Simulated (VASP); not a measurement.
# Sn (C2/c) in VASP: a series of runs

Runs on Sn. Level: r2SCAN. Tasks: single point.

Program: VASP 6.6.1. These are calculated values, not measurements. Logs are shortened: lines on timing, memory, paths and dates and some standing lists are left out, and cuts for length are marked.

**1. The cell of the first run**

The structure is monoclinic, space group C2/c (No. 15). Conventional cell: a = 3.178 Å, b = 8.342 Å, c = 4.458 Å, α = 90.00°, β = 110.77°, γ = 90.00°. Sn (site symmetry 2) has 10 Sn at 3.05 to 3.79 Å within 4.0 Å.

**2. Single point, r2SCAN**

Input file POSCAR:

```
Sn
1.0
   -2.9482820713      2.9504023647      1.5888172584
    2.9504023647     -2.9482820713      1.5888172584
    2.9460530987      2.9460530987     -1.5849306448
Sn
2
Direct
    0.0000251473      0.9999748527      0.0000000000
    0.7499748527      0.2500251473      0.5000000000
```

Input file INCAR.step1:

```
SYSTEM = Sn
PREC     = Accurate       ! precision mode
ENCUT    = 520            ! plane-wave cutoff, eV
ISMEAR   = -1             ! smearing method
SIGMA    = 0.1            ! smearing width, eV
LREAL    = .False.        ! projectors in reciprocal space
LASPH    = .True.         ! aspherical terms in the spheres
NELM     = 80             ! most SCF steps
NBANDS   = 21             ! bands
GGA      = PE             ! functional
ALGO     = Normal         ! electronic algorithm
EDIFF    = 1E-4           ! SCF threshold, eV
LWAVE    = .True.         ! write WAVECAR
LCHARG   = .False.        ! write CHGCAR
```

Input file INCAR.step2:

```
SYSTEM = Sn
PREC     = Accurate       ! precision mode
ENCUT    = 520            ! plane-wave cutoff, eV
EDIFF    = 1E-6           ! SCF threshold, eV
ISMEAR   = -1             ! smearing method
SIGMA    = 0.1            ! smearing width, eV
LREAL    = .False.        ! projectors in reciprocal space
LASPH    = .True.         ! aspherical terms in the spheres
NELM     = 80             ! most SCF steps
ALGO     = Normal         ! electronic algorithm
ISIF     = 2              ! what is computed and relaxed
LWAVE    = .False.        ! write WAVECAR
LCHARG   = .False.        ! write CHGCAR
METAGGA  = R2SCAN         ! meta-GGA
LMIXTAU  = .True.       
NBANDS   = 21             ! bands
ISTART   = 1
```

Input file KPOINTS:

```
regular mesh
0
Gamma
  4 4 3
  0 0 0
```

Potentials or basis: VASP PAW PBE potentials, release 64 (Sn_d).

Run with:

```
$ cat potpaw_PBE.64/Sn_d/POTCAR > POTCAR
$ cp INCAR.step1 INCAR
$ mpirun -np 1 vasp_std > vasp.out
$ cp INCAR.step2 INCAR
$ mpirun -np 1 vasp_std > vasp.out
```

OUTCAR:

```text
SYSTEM = Sn
   PREC = Accurate
   ENCUT = 520
   EDIFF = 1E-6
   ISMEAR = -1
   LREAL = .False.
   LASPH = .True.
   NELM = 80
   ISIF = 2
   METAGGA = R2SCAN
   ISTART = 1

 ion  position               nearest neighbor table
   1  0.000  1.000  0.000-   2 3.05   2 3.05   2 3.05   2 3.05
   2  0.750  0.250  0.500-   1 3.05   1 3.05   1 3.05   1 3.05

  LATTYP: Found a base centered monoclinic cell.
 ALAT       =     3.1776359316
 B/A-ratio  =     2.6252219289
 C/A-ratio  =     1.4028132337
 COS(beta)  =    -0.3546724370

  Lattice vectors:

 A1 = (  -2.9482820713,   2.9504023647,   1.5888172584)
 A2 = (   2.9504023647,  -2.9482820713,   1.5888172584)
 A3 = (   2.9460530987,   2.9460530987,  -1.5849306448)

Analysis of symmetry for initial positions (statically):
=====================================================================
 Subroutine PRICEL returns:
 Original cell was already a primitive cell.

 Routine SETGRP: Setting up the symmetry group for a
 base centered monoclinic supercell.

 Subroutine GETGRP returns: Found  4 space group operations
 (whereof  2 operations were pure point group operations)
 out of a pool of  4 trial point group operations.

The static configuration has the point symmetry C_2 .
 The point group associated with its full space group is C_2h.

Analysis of symmetry for dynamics (positions and initial velocities):
=====================================================================
 Subroutine PRICEL returns:
 Original cell was already a primitive cell.

 Routine SETGRP: Setting up the symmetry group for a
 base centered monoclinic supercell.

 Subroutine GETGRP returns: Found  4 space group operations
 (whereof  2 operations were pure point group operations)
 out of a pool of  4 trial point group operations.

The dynamic configuration has the point symmetry C_2 .
 The point group associated with its full space group is C_2h.

 Subroutine INISYM returns: Found  4 space group operations
 (whereof  2 operations are pure point group operations),
 and found     1 'primitive' translations

----------------------------------------------------------------------------------------

                                     Primitive cell

  volume of cell :      55.2402
[... 73 lines left out ...]
   ISTART =      1    job   : 0-new  1-cont  2-samecut
   ICHARG =      0    charge: 1-file 2-atom 10-const
   ISPIN  =      1    spin polarized calculation?
   LNONCOLLINEAR =      F non collinear calculations
   LSORBIT =      F    spin-orbit coupling
   LASPH  =      T    aspherical Exc in radial PAW
   ENCUT  =  520.0 eV  38.22 Ry    6.18 a.u.   8.30  8.30  8.29*2*pi/ulx,y,z
   NELM   =     80;   NELMIN=  2; NELMDL=  0     # of ELM steps
   EDIFF  = 0.1E-05   stopping-criterion for ELM
   LREAL  =      F    real-space projection
   EDIFFG = 0.1E-04   stopping-criterion for IOM
   NSW    =      0    number of steps for IOM
   IBRION =     -1    ionic relax: 0-MD 1-quasi-New 2-CG
   NFREE  =      0    steps in history (QN), initial steepest desc. (CG)
   ISIF   =      2    stress and relaxation
   ISYM   =      2    0-nonsym 1-usesym 2-fastsym
   POTIM  = 0.5000    time-step for ionic-motion
   TEBEG  =    0.0;   TEEND  =   0.0 temperature during run
   PSTRESS=    0.0 pullay stress
   NELECT =      28.0000    total number of electrons
   NUPDOWN=      -1.0000    fix difference up-down
   EMIN   =  10.00;   EMAX   =-10.00  energy-range for DOS
   EFERMI =   0.00;   METHOD = LEGACY
   ISMEAR =    -1;   SIGMA  =   0.10  broadening in eV -4-tet -1-fermi 0-gaus
   EFERMI_NEDOS =   21; number of points for ismear=-14 and -15
   IALGO  =     38    algorithm
   IMIX   =      4    mixing-type and parameters
     AMIX     =   0.40;   BMIX     =  1.00
     AMIX_MAG =   1.60;   BMIX_MAG =  1.00
  volume/ion in A,a.u.               =      27.62       186.39
  Fermi-wavevector in a.u.,A,eV,Ry     =   1.305296  2.466652 23.181573  1.703798
  Thomas-Fermi vector in A             =   2.436174
   LORBIT       =      0    0 simple, 1 ext, 2 COOP (PROOUT), +10 PAW based schemes
   METAGGA = R2SCAN    functional components
   LHFCALC =     F    Hartree Fock is set to
   AEXX    =    0.0000 exact exchange contribution
   IVDW    =     0    specifies the selected vdW correction
   LEPSILON=     F    determine dielectric tensor
   LRPA    =     F    only Hartree local field effects (RPA)
 non-spin polarized calculation
  energy-cutoff  :      520.00
  volume of cell :       55.24
 maximum number of plane-waves:      1507
 NGX is ok and might be reduce to    36
   NGX = 17   NGY = 17   NGZ = 17

 number of electron      27.9999990 magnetization

 Free energy of the ion-electron system (eV)
  ---------------------------------------------------
  ext. energy  EPLUGINS =         0.00000000
  ---------------------------------------------------
  free energy    TOTEN  =       -49.11414235 eV

  energy without entropy =      -49.08058296  energy(sigma->0) =      -49.09736266

 E-fermi :   7.8031     XC(G=0): -11.0363

 val. band max:        7.6758216144   @ k =   0.5000   0.0000   0.3333
 cond. band min:       7.9285447409   @ k =  -0.2500  -0.2500   0.3333
 fundamental gap:      0.2527231264
 Fermi energy:         7.8031178502

 k-point     1 :       0.0000    0.0000    0.0000
  band No.  band energies     occupation
      1     -14.6205      2.00000
      2     -14.5723      2.00000
      3     -14.5204      2.00000
      4     -14.4852      2.00000
      5     -14.3468      2.00000
      6     -14.3379      2.00000
[... 397 lines left out ...]
     20      18.2499      0.00000
     21      18.6008      0.00000

------------------------ aborting loop because EDIFF is reached ----------------------------------------

  FORCE on cell =-STRESS in cart. coord.  units (eV):
  Direction    XX          YY          ZZ          XY          YZ          ZX
  --------------------------------------------------------------------------------------
  -------------------------------------------------------------------------------------
  Total       -0.1864847     -0.1864847      0.7506907      0.0105569      0.1118320      0.1118321
  in kB       -5.4087671     -5.4087671     21.7728899      0.3061895      3.2435542      3.2435565
  external PRESSURE =       3.6517852 kB  Pullay stress =       0.0000000 kB

 VOLUME and BASIS-vectors are now :
 -----------------------------------------------------------------------------
  energy-cutoff  :      520.00
  volume of cell :       55.24
      direct lattice vectors                 reciprocal lattice vectors
    -2.948282071  2.950402365  1.588817258    -0.000143327  0.169386000  0.314586574
     2.950402365 -2.948282071  1.588817258     0.169386000 -0.000143327  0.314586574
     2.946053099  2.946053099 -1.584930645     0.169657695  0.169657695 -0.000226410

 POSITION                                       TOTAL-FORCE (eV/Angst)
 -----------------------------------------------------------------------------------
      2.95025     -2.94813      1.58882        -0.075983      0.075983     -0.000000
     -0.00044      2.94861      0.79635         0.075983     -0.075983      0.000000
 -----------------------------------------------------------------------------------
    total drift:                               -0.000000      0.000000     -0.000000

  FREE ENERGIE OF THE ION-ELECTRON SYSTEM (eV)
  ---------------------------------------------------
  free  energy   TOTEN  =       -49.1141423469 eV

  energy  without entropy=      -49.0805829631  energy(sigma->0) =      -49.09736266
```

Run time: 79 s. Hardware: 1 thread of Intel Xeon 6975P-C, shared host; peak memory 0.21 GiB.

What came out:

```yaml
Free_energy: -49.1141 eV
Pressure: 0.4 GPa
Largest_force: 0.107 eV/Å
Band_gap_on_the_k_mesh: zero (band 14 reaches 8.22 eV, above the bottom of band 15 at 6.52 eV)
```

Forces on the atoms (eV/Å):
```
Sn  -0.076  0.076  0.000
Sn   0.076 -0.076  0.000
```

Stress tensor (GPa, compression positive):
```
-0.54  0.03  0.32
 0.03 -0.54  0.32
 0.32  0.32  2.18
```

Levels at points of the mesh, in eV from the Fermi level:
```tsv
k point	band 11	band 12	band 13	band 14	band 15	band 16	band 17	band 18
(0.00, 0.00, 0.00)	-11.64	-3.94	-2.27	-2.24	3.24	6.26	6.28	7.16
(0.50, 0.00, 0.00)	-7.20	-5.64	-2.47	-1.99	-1.29	2.45	2.88	4.75
(0.50, 0.50, 0.00)	-9.34	-9.33	0.41	0.42	1.56	1.57	6.38	6.42
```

Caveat: the k points lie up to 0.56 Å⁻¹ apart; the PAW data sets were made with another functional, which shifts forces and pressure a little; spin-orbit coupling is left out, which moves the levels of the heavy elements.

**3. Single point, r2SCAN**

POSCAR is that of step 2.

Input file INCAR.step1:

```
PREC     = Accurate       # precision mode
ENCUT    = 520            # plane-wave cutoff, eV
ISMEAR   = -1             # smearing method
SIGMA    = 0.1            # smearing width, eV
LREAL    = F              # projectors in reciprocal space
LASPH    = T              # aspherical terms in the spheres
NELM     = 100            # most SCF steps
NBANDS   = 21             # bands
GGA      = PE             # functional
ALGO     = Normal         # electronic algorithm
EDIFF    = 1E-4           # SCF threshold, eV
LWAVE    = T              # write WAVECAR
LCHARG   = F              # write CHGCAR
```

Input file INCAR.step2:

```
PREC     = Accurate       # precision mode
ENCUT    = 520            # plane-wave cutoff, eV
EDIFF    = 1E-7           # SCF threshold, eV
ISMEAR   = -1             # smearing method
SIGMA    = 0.1            # smearing width, eV
LREAL    = F              # projectors in reciprocal space
LASPH    = T              # aspherical terms in the spheres
NELM     = 100            # most SCF steps
ALGO     = Normal         # electronic algorithm
ISIF     = 2              # what is computed and relaxed
LWAVE    = F              # write WAVECAR
LCHARG   = F              # write CHGCAR
METAGGA  = R2SCAN         # meta-GGA
LMIXTAU  = T            
NBANDS   = 21             # bands
ISTART   = 1
```

Input file KPOINTS:

```
Automatic mesh
0
Gamma
  6 6 4
```

Potentials or basis: VASP PAW PBE potentials, release 64 (Sn_d).

Run with:

```
$ cat potpaw_PBE.64/Sn_d/POTCAR > POTCAR
$ cp INCAR.step1 INCAR
$ mpirun -np 1 vasp_std > vasp.out
$ cp INCAR.step2 INCAR
$ mpirun -np 1 vasp_std > vasp.out
```

OUTCAR:

```text
PREC = Accurate
   ENCUT = 520
   EDIFF = 1E-7
   ISMEAR = -1
   LREAL = F
   LASPH = T
   NELM = 100
   ISIF = 2
   METAGGA = R2SCAN
   ISTART = 1

 ion  position               nearest neighbor table
   1  0.000  1.000  0.000-   2 3.05   2 3.05   2 3.05   2 3.05
   2  0.750  0.250  0.500-   1 3.05   1 3.05   1 3.05   1 3.05

  LATTYP: Found a base centered monoclinic cell.
 ALAT       =     3.1776359316
 B/A-ratio  =     2.6252219289
 C/A-ratio  =     1.4028132337
 COS(beta)  =    -0.3546724370

  Lattice vectors:
[... 191 lines left out ...]
      2     -14.5596      2.00000
      3     -14.5059      2.00000
      4     -14.4967      2.00000
      5     -14.3348      2.00000
      6     -14.3324      2.00000
[... 565 lines left out ...]
     20      18.8030      0.00000
     21      18.9529      0.00000

 [... further k-points ...]
[... 5 lines left out ...]
  --------------------------------------------------------------------------------------
  -------------------------------------------------------------------------------------
  Total        0.0479660      0.0479660     -0.2001181      0.0648714      0.1338006      0.1338007
  in kB        1.3911954      1.3911954     -5.8041875      1.8815181      3.8807276      3.8807305
  external PRESSURE =      -1.0072656 kB  Pullay stress =       0.0000000 kB

 VOLUME and BASIS-vectors are now :
 -----------------------------------------------------------------------------
  energy-cutoff  :      520.00
  volume of cell :       55.24
      direct lattice vectors                 reciprocal lattice vectors
    -2.948282071  2.950402365  1.588817258    -0.000143327  0.169386000  0.314586574
     2.950402365 -2.948282071  1.588817258     0.169386000 -0.000143327  0.314586574
     2.946053099  2.946053099 -1.584930645     0.169657695  0.169657695 -0.000226410

 POSITION                                       TOTAL-FORCE (eV/Angst)
 -----------------------------------------------------------------------------------
      2.95025     -2.94813      1.58882        -0.031530      0.031530      0.000000
     -0.00044      2.94861      0.79635         0.031530     -0.031530     -0.000000
 -----------------------------------------------------------------------------------
    total drift:                               -0.000000      0.000000     -0.000000

  FREE ENERGIE OF THE ION-ELECTRON SYSTEM (eV)
  ---------------------------------------------------
  free  energy   TOTEN  =       -49.2829920560 eV

  energy  without entropy=      -49.2549499476  energy(sigma->0) =      -49.26897100
```

OUTCAR.step1:

```text
PREC = Accurate
   ENCUT = 520
   ISMEAR = -1
   LREAL = F
   LASPH = T
   NELM = 100
[... 800 lines left out ...]
 -----------------------------------------------------------------------------------
      2.95025     -2.94813      1.58882        -0.031159      0.031159     -0.000000
     -0.00044      2.94861      0.79635         0.031159     -0.031159      0.000000
 -----------------------------------------------------------------------------------
    total drift:                               -0.000000      0.000000     -0.000000

  FREE ENERGIE OF THE ION-ELECTRON SYSTEM (eV)
  ---------------------------------------------------
  free  energy   TOTEN  =        -7.6440301628 eV

  energy  without entropy=       -7.6127807009  energy(sigma->0) =       -7.62840543
```

Wall time 3.2 min (1 thread of Intel Xeon 6975P-C, shared host); peak memory 0.23 GiB.

What came out:

- Free energy: -49.2830 eV
- Pressure: -0.1 GPa
- Largest force: 0.045 eV/Å
- Band gap on the k mesh: zero (band 14 reaches 9.08 eV, above the bottom of band 15 at 5.21 eV)

Forces on the atoms (eV/Å):
```
Sn  -0.032  0.032  0.000
Sn   0.032 -0.032  0.000
```

Levels at points of the mesh, in eV from the Fermi level:
| k point | band 11 | band 12 | band 13 | band 14 | band 15 | band 16 | band 17 | band 18 |
| --- | --- | --- | --- | --- | --- | --- | --- | --- |
| (0.00, 0.00, 0.00) | -11.63 | -3.92 | -2.25 | -2.24 | 3.25 | 6.27 | 6.28 | 7.18 |
| (0.50, 0.00, 0.00) | -7.19 | -5.62 | -2.45 | -1.97 | -1.28 | 2.46 | 2.89 | 4.76 |
| (0.50, 0.50, 0.00) | -9.33 | -9.32 | 0.41 | 0.41 | 1.59 | 1.59 | 6.40 | 6.44 |
| (0.00, 0.00, 0.50) | -9.32 | -9.32 | 0.41 | 0.41 | 1.58 | 1.58 | 6.42 | 6.42 |
| (0.50, 0.00, 0.50) | -7.18 | -5.62 | -2.46 | -1.97 | -1.29 | 2.45 | 2.86 | 4.76 |
| (0.50, 0.50, 0.50) | -7.98 | -7.98 | -5.04 | -5.04 | 5.40 | 5.40 | 9.52 | 9.52 |

Caveat: the k points lie up to 0.38 Å⁻¹ apart; the PAW data sets were made with another functional, which shifts forces and pressure a little; spin-orbit coupling is left out, which moves the levels of the heavy elements.

**4. Single point, r2SCAN**

POSCAR is that of step 3.

Input file INCAR.step1:

```
ALGO = Normal
EDIFF = 1E-4
ENCUT = 520
GGA = PE
ISMEAR = -1
LASPH = True
LCHARG = False
LREAL = False
LWAVE = True
NBANDS = 21
NELM = 60
PREC = Accurate
SIGMA = 0.1
```

Input file INCAR.step2:

```
ALGO = Normal
EDIFF = 1E-6
ENCUT = 520
ISIF = 2
ISMEAR = -1
ISTART = 1
LASPH = True
LCHARG = False
LMIXTAU = True
LREAL = False
LWAVE = False
METAGGA = R2SCAN
NBANDS = 21
NELM = 60
PREC = Accurate
SIGMA = 0.1
```

Input file KPOINTS:

```
k-points
0
Gamma
  7 7 5
```

Run with:

```
$ cat potpaw_PBE.64/Sn_d/POTCAR > POTCAR
$ cp INCAR.step1 INCAR
$ mpirun -np 1 vasp_std > vasp.out
$ cp INCAR.step2 INCAR
$ mpirun -np 1 vasp_std > vasp.out
```

Wall time 3.7 min (1 thread of Intel Xeon 6975P-C, shared host); peak memory 0.25 GiB.

It converged, with:

```yaml
Free_energy: -49.2701 eV
Pressure: -0.1 GPa
Largest_force: 0.023 eV/Å
Band_gap_on_the_k_mesh: zero (band 14 reaches 9.08 eV, above the bottom of band 15 at 5.84 eV)
```

Forces in eV/Å, atoms in the order of the input:
```
Sn   0.016 -0.016  0.000
Sn  -0.016  0.016  0.000
```

Stress tensor (GPa, compression positive):
```
-0.54 -0.39  0.25
-0.39 -0.54  0.25
 0.25  0.25  0.70
```

Levels at points of the mesh, in eV from the Fermi level:
```
           k point  band 10  band 11  band 12  band 13  band 14  band 15  band 16  band 17  band 18  band 19
(0.00, 0.00, 0.00)   -21.73   -11.43    -3.72    -2.06    -2.05     3.44     6.47     6.47     7.38     7.48
```

Caveat: the PAW data sets were made with another functional, which shifts forces and pressure a little; spin-orbit coupling is left out, which moves the levels of the heavy elements.

**5. Single point, r2SCAN**

POSCAR is that of step 4.

Input file INCAR.step1:

```
  PREC = Accurate
  ENCUT = 520
  ISMEAR = -1
  SIGMA = 0.1
  LREAL = False
  LASPH = True
  NELM = 60
  NBANDS = 21
  GGA = PE
  ALGO = Normal
  EDIFF = 1E-4
  LWAVE = True
  LCHARG = False
```

Input file INCAR.step2:

```
  PREC = Accurate
  ENCUT = 520
  EDIFF = 1E-7
  ISMEAR = -1
  SIGMA = 0.1
  LREAL = False
  LASPH = True
  NELM = 60
  ALGO = Normal
  ISIF = 2
  LWAVE = False
  LCHARG = False
  METAGGA = R2SCAN
  LMIXTAU = True
  NBANDS = 21
  ISTART = 1
```

Input file KPOINTS:

```
regular mesh
0
Gamma
  9 9 6
```

Run with:

```
$ cat potpaw_PBE.64/Sn_d/POTCAR > POTCAR
$ cp INCAR.step1 INCAR
$ mpirun -np 1 vasp_std > vasp.out
$ cp INCAR.step2 INCAR
$ mpirun -np 1 vasp_std > vasp.out
```

Wall time 8.7 min (1 thread of Intel Xeon 6975P-C, shared host); peak memory 0.3 GiB.

It converged, with:

| Property | Result |
| --- | --- |
| Free energy | -49.2475 eV |
| Pressure | 0.0 GPa |
| Largest force | 0.017 eV/Å |
| Band gap on the k mesh | zero (band 14 reaches 9.29 eV, above the bottom of band 15 at 4.84 eV) |

Forces on the atoms (eV/Å):
```
Sn   0.012 -0.012  0.000
Sn  -0.012  0.012  0.000
```

Stress tensor (GPa, compression positive):
```
-0.34 -0.07 -0.02
-0.07 -0.34 -0.02
-0.02 -0.02  0.61
```

Levels at points of the mesh, in eV from the Fermi level:
```tsv
k point	band 12	band 13	band 14	band 15	band 16	band 17
(0.00, 0.00, 0.00)	-3.88	-2.21	-2.20	3.29	6.31	6.32
(0.00, 0.00, 0.50)	-9.29	0.44	0.44	1.62	1.62	6.46
```

Caveat: the PAW data sets were made with another functional, which shifts forces and pressure a little; spin-orbit coupling is left out, which moves the levels of the heavy elements.

**6. The runs side by side**

| k mesh | gap on the mesh (eV) | pressure (GPa) | largest force (eV/Å) |
| --- | --- | --- | --- |
| 4 × 4 × 3 | none | 0.4 | 0.11 |
| 6 × 6 × 4 | none | -0.1 | 0.04 |
| 7 × 7 × 5 | none | -0.1 | 0.02 |
| 9 × 9 × 6 | none | 0.0 | 0.02 |

Alike in all rows: task single point; level r2SCAN; potentials or basis VASP PAW PBE potentials, release 64 (Sn_d); no spin polarisation; cell as given; cutoff (eV) 520; smearing fermi-dirac 0.1 eV.

Caveats: some runs use coarse meshes; the PAW data sets were made with another functional, which shifts forces and pressure a little; spin-orbit coupling is left out, which moves the levels of the heavy elements.

Absolute energies hang on the potentials; compare differences alone.
